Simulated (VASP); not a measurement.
# AgSn2SeI3 in VASP: notebook

The runs below take AgSn2SeI3 through single point, relaxation of cell and atoms, with PBE.

All numbers are computed with VASP 6.6.1; they aren't measurements. Logs are shortened: lines on timing, memory, paths and dates and some standing lists are left out, and cuts for length are marked.

### Step 1. The cell of the first run

The typed cell holds 7 atoms: a = 7.132 Å, b = 7.132 Å, c = 10.275 Å, α = 90.00°, β = 90.00°, γ = 120.00°.

### Step 2. Single point, PBE

INCAR reads:

```
SYSTEM = AgSn2SeI3
PREC = Accurate ; ENCUT = 520
EDIFF = 1E-6 ; ISMEAR = 0
SIGMA = 0.15 ; LREAL = .False.
LASPH = .True. ; NELM = 60
ALGO = Normal ; ISIF = 2
LWAVE = .False. ; LCHARG = .False.
GGA = PE ; NBANDS = 42
```

KPOINTS reads:

```
regular mesh
0
Gamma
  3 3 2
  0 0 0
```

POSCAR reads:

```
AgSn2SeI3
1.0
    7.1320578240      0.0000000000      0.0000000000
   -3.5660289120      6.1765432569      0.0000000000
    0.0000000000      0.0000000000     10.2748925661
Ag Sn Se I
1 2 1 3
Direct
    0.0000000000      0.0000000000      0.0000000000
    0.0000000000      0.0000000000      0.7415068049
    0.0000000000      0.0000000000      0.2584931951
    0.0000000000      0.0000000000      0.5000000000
    0.5000585960      0.0000000000      0.5000000000
    0.0000000000      0.5000585960      0.5000000000
    0.4999414040      0.4999414040      0.5000000000
```

Potentials or basis: VASP PAW PBE potentials, release 64 (Ag, Sn_d, Se, I).

Launch:

```console
$ cat potpaw_PBE.64/Ag/POTCAR potpaw_PBE.64/Sn_d/POTCAR potpaw_PBE.64/Se/POTCAR potpaw_PBE.64/I/POTCAR > POTCAR
$ mpirun -np 1 vasp_std > vasp.out
```

OUTCAR:

```text
SYSTEM = AgSn2SeI3
   PREC = Accurate
   ENCUT = 520
   EDIFF = 1E-6
   ISMEAR = 0
   LREAL = .False.
   LASPH = .True.
   NELM = 60
   ISIF = 2
   GGA = PE

 ion  position               nearest neighbor table
   1  0.000  0.000  0.000-   2 2.66   3 2.66
   2  0.000  0.000  0.742-   4 2.48   1 2.66
   3  0.000  0.000  0.258-   4 2.48   1 2.66
   4  0.000  0.000  0.500-   2 2.48   3 2.48
   5  0.500  0.000  0.500-   6 3.57   7 3.57   7 3.57   6 3.57
   6  0.000  0.500  0.500-   7 3.57   7 3.57   5 3.57   5 3.57
   7  0.500  0.500  0.500-   6 3.57   6 3.57   5 3.57   5 3.57

  LATTYP: Found a hexagonal cell.
 ALAT       =     7.1320578240
 C/A-ratio  =     1.4406631045

  Lattice vectors:

 A1 = (   7.1320578240,   0.0000000000,   0.0000000000)
 A2 = (  -3.5660289120,   6.1765432569,   0.0000000000)
 A3 = (   0.0000000000,   0.0000000000,  10.2748925661)

Analysis of symmetry for initial positions (statically):
=====================================================================
 Subroutine PRICEL returns:
 Original cell was already a primitive cell.

 Routine SETGRP: Setting up the symmetry group for a
 hexagonal supercell.

 Subroutine GETGRP returns: Found 12 space group operations
 (whereof 12 operations were pure point group operations)
 out of a pool of 24 trial point group operations.

The static configuration has the point symmetry D_3h.

Analysis of symmetry for dynamics (positions and initial velocities):
=====================================================================
 Subroutine PRICEL returns:
 Original cell was already a primitive cell.

 Routine SETGRP: Setting up the symmetry group for a
 hexagonal supercell.

 Subroutine GETGRP returns: Found 12 space group operations
 (whereof 12 operations were pure point group operations)
 out of a pool of 24 trial point group operations.

The dynamic configuration has the point symmetry D_3h.

 Subroutine INISYM returns: Found 12 space group operations
 (whereof 12 operations are pure point group operations),
 and found     1 'primitive' translations

----------------------------------------------------------------------------------------

                                     Primitive cell

  volume of cell :     452.6241

  direct lattice vectors                    reciprocal lattice vectors
     7.132057824  0.000000000  0.000000000     0.140211987  0.080951429  0.000000000
[... 82 lines left out ...]
   NFREE  =      0    steps in history (QN), initial steepest desc. (CG)
   ISIF   =      2    stress and relaxation
   ISYM   =      2    0-nonsym 1-usesym 2-fastsym
   POTIM  = 0.5000    time-step for ionic-motion
   TEBEG  =    0.0;   TEEND  =   0.0 temperature during run
   PSTRESS=    0.0 pullay stress
   NELECT =      66.0000    total number of electrons
   NUPDOWN=      -1.0000    fix difference up-down
   EMIN   =  10.00;   EMAX   =-10.00  energy-range for DOS
   EFERMI =   0.00;   METHOD = LEGACY
   ISMEAR =     0;   SIGMA  =   0.15  broadening in eV -4-tet -1-fermi 0-gaus
   EFERMI_NEDOS =   21; number of points for ismear=-14 and -15
   IALGO  =     38    algorithm
   IMIX   =      4    mixing-type and parameters
     AMIX     =   0.40;   BMIX     =  1.00
     AMIX_MAG =   1.60;   BMIX_MAG =  1.00
  volume/ion in A,a.u.               =      64.66       436.35
  Fermi-wavevector in a.u.,A,eV,Ry     =   0.861675  1.628330 10.102110  0.742484
  Thomas-Fermi vector in A             =   1.979364
   LORBIT       =      0    0 simple, 1 ext, 2 COOP (PROOUT), +10 PAW based schemes
   GGA     = PE    functional components
   LHFCALC =     F    Hartree Fock is set to
   AEXX    =    0.0000 exact exchange contribution
   IVDW    =     0    specifies the selected vdW correction
   LEPSILON=     F    determine dielectric tensor
   LRPA    =     F    only Hartree local field effects (RPA)
 non-spin polarized calculation
 Gauss-broadening in eV      SIGMA  =   0.15
  energy-cutoff  :      520.00
  volume of cell :      452.62
 maximum number of plane-waves:     12206
 NGX is ok and might be reduce to    54
   NGX = 27   NGY = 27   NGZ = 39

 number of electron      66.0000010 magnetization

 Free energy of the ion-electron system (eV)
  ---------------------------------------------------
  ext. energy  EPLUGINS =         0.00000000
  ---------------------------------------------------
  free energy    TOTEN  =       -14.10871513 eV

  energy without entropy =      -14.01323702  energy(sigma->0) =      -14.06097608

 E-fermi :   0.2533     XC(G=0):  -5.7505

 val. band max:        0.2179048657   @ k =   0.3333  -0.0000   0.5000
 cond. band min:       0.2619577029   @ k =   0.0000   0.0000   0.0000
 fundamental gap:      0.0440528372
 Fermi energy:         0.2533014976

 k-point     1 :       0.0000    0.0000    0.0000
  band No.  band energies     occupation
      1     -22.1671      2.00000
      2     -22.1671      2.00000
      3     -22.1671      2.00000
      4     -22.1671      2.00000
      5     -22.1569      2.00000
      6     -22.1301      2.00000
[... 259 lines left out ...]
     41       3.7197      0.00000
     42       5.8074      0.00000

------------------------ aborting loop because EDIFF is reached ----------------------------------------

  FORCE on cell =-STRESS in cart. coord.  units (eV):
  Direction    XX          YY          ZZ          XY          YZ          ZX
  --------------------------------------------------------------------------------------
  -------------------------------------------------------------------------------------
  Total        1.3065659      1.3065659      0.2215307      0.0000000     -0.0000000      0.0000000
  in kB        4.6249203      4.6249203      0.7841639      0.0000000     -0.0000000      0.0000000
  external PRESSURE =       3.3446682 kB  Pullay stress =       0.0000000 kB

 VOLUME and BASIS-vectors are now :
 -----------------------------------------------------------------------------
  energy-cutoff  :      520.00
  volume of cell :      452.62
      direct lattice vectors                 reciprocal lattice vectors
     7.132057824  0.000000000  0.000000000     0.140211987  0.080951429  0.000000000
    -3.566028912  6.176543257  0.000000000     0.000000000  0.161902857  0.000000000
     0.000000000  0.000000000 10.274892566     0.000000000  0.000000000  0.097324619

 POSITION                                       TOTAL-FORCE (eV/Angst)
 -----------------------------------------------------------------------------------
      0.00000      0.00000      0.00000        -0.000000     -0.000000     -0.000000
      0.00000      0.00000      7.61890        -0.000000     -0.000000     -0.028094
      0.00000      0.00000      2.65599        -0.000000      0.000000      0.028094
      0.00000      0.00000      5.13745        -0.000000      0.000000     -0.000000
      3.56645      0.00000      5.13745        -0.000837     -0.000000      0.000000
     -1.78322      3.08863      5.13745         0.000418     -0.000725     -0.000000
      1.78281      3.08791      5.13745         0.000418      0.000725     -0.000000
 -----------------------------------------------------------------------------------
    total drift:                               -0.000000     -0.000000      0.000000

  FREE ENERGIE OF THE ION-ELECTRON SYSTEM (eV)
  ---------------------------------------------------
  free  energy   TOTEN  =       -14.1087151349 eV

  energy  without entropy=      -14.0132370248  energy(sigma->0) =      -14.06097608
```

OSZICAR:

```text
N       E                     dE             d eps       ncg     rms          rms(c)
DAV:   1     0.527051349801E+03    0.52705E+03   -0.26978E+04   528   0.137E+03
DAV:   2     0.534608485451E+02   -0.47359E+03   -0.45407E+03   588   0.302E+02
DAV:   3    -0.119894882679E+02   -0.65450E+02   -0.62333E+02   608   0.127E+02
DAV:   4    -0.161750671338E+02   -0.41856E+01   -0.41426E+01   552   0.330E+01
DAV:   5    -0.162874810707E+02   -0.11241E+00   -0.11234E+00   712   0.587E+00    0.812E+00
DAV:   6    -0.141674491605E+02    0.21200E+01   -0.58276E+00   560   0.933E+00    0.496E+00
DAV:   7    -0.141354361993E+02    0.32013E-01   -0.45728E-01   542   0.258E+00    0.234E+00
DAV:   8    -0.141099936727E+02    0.25443E-01   -0.82814E-02   622   0.142E+00    0.625E-01
DAV:   9    -0.141060969114E+02    0.38968E-02   -0.21715E-02   550   0.590E-01    0.363E-01
DAV:  10    -0.141069443145E+02   -0.84740E-03   -0.80648E-03   546   0.344E-01    0.211E-01
DAV:  11    -0.141075519411E+02   -0.60763E-03   -0.25539E-03   580   0.207E-01    0.982E-02
DAV:  12    -0.141083082156E+02   -0.75627E-03   -0.70941E-04   592   0.995E-02    0.453E-02
DAV:  13    -0.141086108546E+02   -0.30264E-03   -0.26207E-04   512   0.694E-02    0.220E-02
DAV:  14    -0.141087084168E+02   -0.97562E-04   -0.16678E-04   484   0.528E-02    0.159E-02
DAV:  15    -0.141087133148E+02   -0.48980E-05   -0.20763E-05   496   0.174E-02    0.517E-03
DAV:  16    -0.141087144569E+02   -0.11421E-05   -0.36113E-06   492   0.870E-03    0.176E-03
DAV:  17    -0.141087151349E+02   -0.67797E-06   -0.42578E-07   360   0.370E-03
   1 F= -.14108715E+02 E0= -.14060976E+02  d E =-.954781E-01
```

Wall time 1.7 min (1 thread of Intel Xeon 6975P-C (Granite Rapids), shared host); peak memory 0.6 GiB.

What came out:

* Free energy: -14.1087 eV
* Pressure: 0.3 GPa
* Largest force: 0.028 eV/Å
* Band gap on the k mesh: zero (band 33 reaches 0.44 eV, above the bottom of band 34 at 0.12 eV)

Forces in eV/Å, atoms in the order of the input:
```
Ag   0.000  0.000  0.000
Sn   0.000  0.000 -0.028
Sn   0.000  0.000  0.028
Se   0.000  0.000  0.000
I   -0.001  0.000  0.000
I    0.000 -0.001  0.000
I    0.000  0.001  0.000
```

Levels at points of the mesh, in eV from the Fermi level:
| k point | band 29 | band 30 | band 31 | band 32 | band 33 | band 34 | band 35 | band 36 | band 37 | band 38 |
| --- | --- | --- | --- | --- | --- | --- | --- | --- | --- | --- |
| (0.00, 0.00, 0.00) | -1.13 | -0.67 | -0.67 | 0.01 | 0.19 | 0.19 | 0.59 | 0.59 | 1.07 | 1.07 |
| (0.00, 0.00, 0.50) | -0.62 | -0.62 | -0.25 | -0.25 | 0.01 | 0.94 | 0.95 | 0.95 | 1.22 | 1.33 |

Caveat: spin-orbit coupling is left out, which moves the levels of the heavy elements.

### Step 3. Single point, PBE

This run uses another cell than the first one, of 64.96 Å³/atom, 1.005 times its volume.

INCAR reads:

```
SYSTEM = AgSn2SeI3
PREC = Accurate
ENCUT = 520
EDIFF = 1E-6
ISMEAR = 0
SIGMA = 0.15
LREAL = .False.
LASPH = .True.
NELM = 100
ALGO = Normal
ISIF = 2
LWAVE = .False.
LCHARG = .False.
GGA = PE
NBANDS = 42
```

KPOINTS reads:

```
regular mesh
0
Gamma
  2 2 2
  0 0 0
```

POSCAR reads:

```
AgSn2SeI3
1.0
   10.5190205447      0.0000000000      0.0000000000
   -5.2595102724      9.1097390147      0.0000000000
    0.0000000000      0.0000000000      4.7456402310
Ag Sn Se I
1 2 1 3
Direct
    0.0000000000      0.0000000000      0.0000000000
    0.3333333333      0.6666666667      0.0000000000
    0.6666666667      0.3333333333      0.0000000000
    0.0000000000      0.0000000000      0.5000000000
    0.5000000000      0.0000000000      0.0000000000
    0.0000000000      0.5000000000      0.0000000000
    0.5000000000      0.5000000000      0.0000000000
```

Potentials or basis: VASP PAW PBE potentials, release 64 (Ag, Sn_d, Se, I).

Launch:

```console
$ cat potpaw_PBE.64/Ag/POTCAR potpaw_PBE.64/Sn_d/POTCAR potpaw_PBE.64/Se/POTCAR potpaw_PBE.64/I/POTCAR > POTCAR
$ mpirun -np 1 vasp_std > vasp.out
```

It took 58 s on 1 thread of Intel Xeon 6975P-C (Granite Rapids), shared host; peak memory 0.56 GiB.

Results (log left out):

| Item | Value |
| --- | --- |
| Free energy | -17.4606 eV |
| Pressure | -0.1 GPa |
| Band gap on the k mesh | zero (filled and empty bands overlap) |

Stress tensor (GPa, compression positive):
```
-0.25  0.00  0.00
 0.00 -0.25  0.00
 0.00  0.00  0.07
```

Levels at points of the mesh, in eV from the Fermi level:
```tsv
k point	band 29	band 30	band 31	band 32	band 33	band 34	band 35	band 36	band 37	band 38
(0.00, 0.00, 0.00)	-1.60	-1.60	-1.15	-1.15	-0.28	0.67	0.67	1.14	1.90	2.06
(0.50, 0.00, 0.00)	-1.72	-1.60	-1.60	-1.20	-1.17	1.09	1.44	1.74	2.02	2.57
(0.00, 0.00, 0.50)	-1.78	-1.73	-0.57	-0.15	-0.01	-0.01	0.64	0.92	0.92	4.26
(0.50, 0.00, 0.50)	-1.86	-1.71	-1.46	-0.16	-0.01	0.00	0.24	1.29	2.81	2.85
```

Caveat: the k points lie up to 0.66 Å⁻¹ apart; spin-orbit coupling is left out, which moves the levels of the heavy elements.

### Step 4. Single point, PBE

This run uses another cell than the first one, of 65.33 Å³/atom, 1.010 times its volume.

INCAR reads:

```
PREC = Accurate ; ENCUT = 520
EDIFF = 1E-6 ; ISMEAR = 0
SIGMA = 0.15 ; LREAL = False
LASPH = True ; NELM = 100
ALGO = Normal ; ISIF = 2
LWAVE = False ; LCHARG = False
GGA = PE ; NBANDS = 42
```

KPOINTS reads:

```
Automatic mesh
0
Gamma
  2 2 2
```

POSCAR reads:

```
AgSn2SeI3
1.0
   10.5472687833      0.0000000000      0.0000000000
   -5.2736343916      9.1342027069      0.0000000000
    0.0000000000      0.0000000000      4.7470555986
Ag Sn Se I
1 2 1 3
Direct
    0.0000000000      0.0000000000      0.0000000000
    0.3333333333      0.6666666667      0.5000000000
    0.6666666667      0.3333333333      0.5000000000
    0.0000000000      0.0000000000      0.5000000000
    0.5000000000      0.0000000000      0.5000000000
    0.0000000000      0.5000000000      0.5000000000
    0.5000000000      0.5000000000      0.5000000000
```

Potentials or basis: VASP PAW PBE potentials, release 64 (Ag, Sn_d, Se, I).

Launch:

```console
$ cat potpaw_PBE.64/Ag/POTCAR potpaw_PBE.64/Sn_d/POTCAR potpaw_PBE.64/Se/POTCAR potpaw_PBE.64/I/POTCAR > POTCAR
$ mpirun -np 1 vasp_std > vasp.out
```

OUTCAR:

```text
PREC = Accurate
   ENCUT = 520
   EDIFF = 1E-6
   ISMEAR = 0
   LREAL = False
   LASPH = True
   NELM = 100
   ISIF = 2
   GGA = PE

 ion  position               nearest neighbor table
   1  0.000  0.000  0.000-   4 2.37   4 2.37
   2  0.333  0.667  0.500-   5 3.04   6 3.04   7 3.04
   3  0.667  0.333  0.500-   5 3.04   6 3.04   7 3.04
   4  0.000  0.000  0.500-   1 2.37   1 2.37
   5  0.500  0.000  0.500-   2 3.04   3 3.04
   6  0.000  0.500  0.500-   2 3.04   3 3.04
   7  0.500  0.500  0.500-   2 3.04   3 3.04
[... 367 lines left out ...]
  -------------------------------------------------------------------------------------
  Total       -0.9800336     -0.9800336      0.1400883     -0.0000000     -0.0000000      0.0000000
  in kB       -3.4333382     -3.4333382      0.4907695     -0.0000000     -0.0000000      0.0000000
  external PRESSURE =      -2.1253023 kB  Pullay stress =       0.0000000 kB

 VOLUME and BASIS-vectors are now :
 -----------------------------------------------------------------------------
  energy-cutoff  :      520.00
  volume of cell :      457.34
      direct lattice vectors                 reciprocal lattice vectors
    10.547268783  0.000000000  0.000000000     0.094811275  0.054739315  0.000000000
    -5.273634392  9.134202707  0.000000000     0.000000000  0.109478630  0.000000000
     0.000000000  0.000000000  4.747055599     0.000000000  0.000000000  0.210656897

 POSITION                                       TOTAL-FORCE (eV/Angst)
 -----------------------------------------------------------------------------------
      0.00000      0.00000      0.00000        -0.000000      0.000000      0.000000
     -0.00000      6.08947      2.37353         0.000000     -0.000000     -0.000000
      5.27363      3.04473      2.37353        -0.000000      0.000000      0.000000
      0.00000      0.00000      2.37353        -0.000000      0.000000      0.000000
      5.27363      0.00000      2.37353        -0.000000      0.000000      0.000000
     -2.63682      4.56710      2.37353        -0.000000      0.000000      0.000000
      2.63682      4.56710      2.37353        -0.000000      0.000000      0.000000
 -----------------------------------------------------------------------------------
    total drift:                               -0.000000     -0.000000     -0.000000

  FREE ENERGIE OF THE ION-ELECTRON SYSTEM (eV)
  ---------------------------------------------------
  free  energy   TOTEN  =       -17.4517808633 eV

  energy  without entropy=      -17.3504911794  energy(sigma->0) =      -17.40113602
```

OSZICAR:

```text
N       E                     dE             d eps       ncg     rms          rms(c)
DAV:   1     0.505716748916E+03    0.50572E+03   -0.26967E+04   352   0.136E+03
DAV:   2     0.395605009804E+02   -0.46616E+03   -0.44818E+03   396   0.303E+02
DAV:   3    -0.168616485680E+02   -0.56422E+02   -0.55262E+02   398   0.120E+02
DAV:   4    -0.194182430289E+02   -0.25566E+01   -0.25444E+01   398   0.288E+01
DAV:   5    -0.195051697409E+02   -0.86927E-01   -0.86894E-01   472   0.532E+00    0.887E+00
DAV:   6    -0.178379871857E+02    0.16672E+01   -0.87871E+00   414   0.839E+00    0.533E+00
DAV:   7    -0.176269686648E+02    0.21102E+00   -0.53860E+00   376   0.348E+00    0.593E+00
DAV:   8    -0.174633723883E+02    0.16360E+00   -0.22384E+00   354   0.148E+00    0.182E+00
DAV:   9    -0.174713805913E+02   -0.80082E-02   -0.80893E-02   354   0.121E+00    0.109E+00
DAV:  10    -0.174507894014E+02    0.20591E-01   -0.20903E-02   358   0.569E-01    0.217E-01
DAV:  11    -0.174518577890E+02   -0.10684E-02   -0.34392E-03   428   0.203E-01    0.138E-01
DAV:  12    -0.174517704228E+02    0.87366E-04   -0.44747E-04   358   0.909E-02    0.855E-02
DAV:  13    -0.174517747911E+02   -0.43683E-05   -0.31956E-04   384   0.556E-02    0.153E-02
DAV:  14    -0.174517775557E+02   -0.27646E-05   -0.12336E-05   342   0.162E-02    0.842E-03
DAV:  15    -0.174517800277E+02   -0.24719E-05   -0.61680E-06   312   0.903E-03    0.373E-03
DAV:  16    -0.174517808633E+02   -0.83560E-06   -0.14018E-06   278   0.481E-03
   1 F= -.17451781E+02 E0= -.17401136E+02  d E =-.101290E+00
```

stdout:

```text
POSCAR found type information on POSCAR AgSnSeI
 POSCAR found :  4 types and       7 ions
 scaLAPACK will be used
 LDA part: xc-table for (Slater+PW92), standard interpolation
 POSCAR, INCAR and KPOINTS ok, starting setup
 FFT: planning ... GRIDC
 FFT: planning ... GRID_SOFT
 FFT: planning ... GRID
 WAVECAR not read
 entering main loop
```

Run time: 58 s. Hardware: 1 thread of Intel Xeon 6975P-C (Granite Rapids), shared host; peak memory 0.57 GiB.

Results:

```yaml
Free_energy: -17.4518 eV
Pressure: -0.2 GPa
Band_gap_on_the_k_mesh: zero (band 33 reaches -0.15 eV, above the bottom of band 34 at -0.16 eV)
```

Caveat: the k points lie up to 0.66 Å⁻¹ apart; spin-orbit coupling is left out, which moves the levels of the heavy elements.

(Part 1 of 2 ends here.)
